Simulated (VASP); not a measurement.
NaBe4:

```
Na Be
1.0
     0.03152    4.00843    0.06160
    -0.00994    0.06160    3.88712
     7.90829    0.06304   -0.01988
Na Be
2 8
Direct
  0.42494 0.53951 0.24270
  0.51315 0.45770 0.76575
  0.02638 0.96800 0.27438
  0.04977 0.06832 0.74168
  0.50261 0.96524 0.00477
  0.55004 0.03418 0.50971
  0.96654 0.48407 0.97298
  0.95346 0.51459 0.48931
  0.99784 0.00030 0.99377
  0.01527 0.96809 0.50496
```

* Program: VASP 6.6.1
* Task: relaxation of cell and atoms
* Functional: PBE
* Potentials or basis: VASP PAW PBE potentials, release 64 (Na_pv, Be)
* Cutoff: 600 eV
* k mesh: 6 × 6 × 4
* Occupations: gaussian, width 0.2 eV
* Spin: no spin polarisation

At the start: pressure 4.4 GPa; volume 12.32 Å³/atom.

Task: Where does the relaxation end?

Result: Over 48 steps the energy falls by 213.6 meV/atom and the volume is 12.69 Å³/atom (+3.0 %); space group P1 (No. 1, to 0.1 Å) before, P4/mmm (No. 123, to 0.1 Å).

The path:
| step | energy change (eV) | largest force (eV/Å) | pressure (GPa) | volume (Å³) |
| --- | --- | --- | --- | --- |
| 1 | 0.0000 | 3.1104 | 4.37 | 123.18 |
| 3 | -0.9216 | 1.1942 | -0.62 | 129.87 |
| 5 | -1.2899 | 0.6855 | -1.47 | 130.17 |
| 7 | -1.3875 | 0.4713 | 0.37 | 125.73 |
| 9 | -1.4433 | 0.4182 | 0.64 | 124.96 |
| 11 | -1.5109 | 0.4451 | -0.57 | 127.58 |
| 13 | -1.5811 | 0.3400 | -0.78 | 127.97 |
| 15 | -1.6443 | 0.3961 | 1.14 | 124.02 |
| 17 | -1.7090 | 0.3602 | 0.97 | 124.26 |
| 19 | -1.7400 | 0.3324 | 0.21 | 125.73 |
| 21 | -1.7903 | 0.2519 | -0.62 | 127.55 |
| 23 | -1.8362 | 0.3782 | 0.27 | 125.96 |
| 25 | -1.9137 | 0.4135 | 0.33 | 125.60 |
| 27 | -1.9892 | 0.3502 | -0.73 | 127.99 |
| 29 | -2.0355 | 0.3973 | 0.07 | 126.68 |
| 31 | -2.0612 | 0.3004 | -0.04 | 126.66 |
| 33 | -2.0905 | 0.2463 | 0.33 | 126.38 |
| 35 | -2.1122 | 0.2062 | -0.44 | 127.78 |
| 37 | -2.1233 | 0.1089 | 0.08 | 126.88 |
| 39 | -2.1298 | 0.0796 | -0.02 | 126.93 |
| 41 | -2.1320 | 0.0490 | 0.03 | 126.86 |
| 43 | -2.1338 | 0.0546 | -0.08 | 127.00 |
| 45 | -2.1352 | 0.0433 | 0.11 | 126.67 |
| 47 | -2.1358 | 0.0293 | -0.03 | 126.92 |
| 48 | -2.1362 | 0.0231 | -0.02 | 126.93 |

Final structure:
```
Na Be
1.0
     0.00463    4.27634   -0.00707
     0.00181    0.00431    3.85765
     7.69418    0.00054   -0.00421
Na Be
2 8
Direct
  0.40009 0.50083 0.24993
  0.40025 0.49997 0.74991
  0.89999 0.00063 0.25009
  0.90005 0.00000 0.75001
  0.66835 0.99756 0.00014
  0.66468 0.00200 0.50047
  0.90094 0.49723 0.99977
  0.89966 0.50205 0.49983
  0.13475 0.99806 0.99988
  0.13123 0.00167 0.49997
```
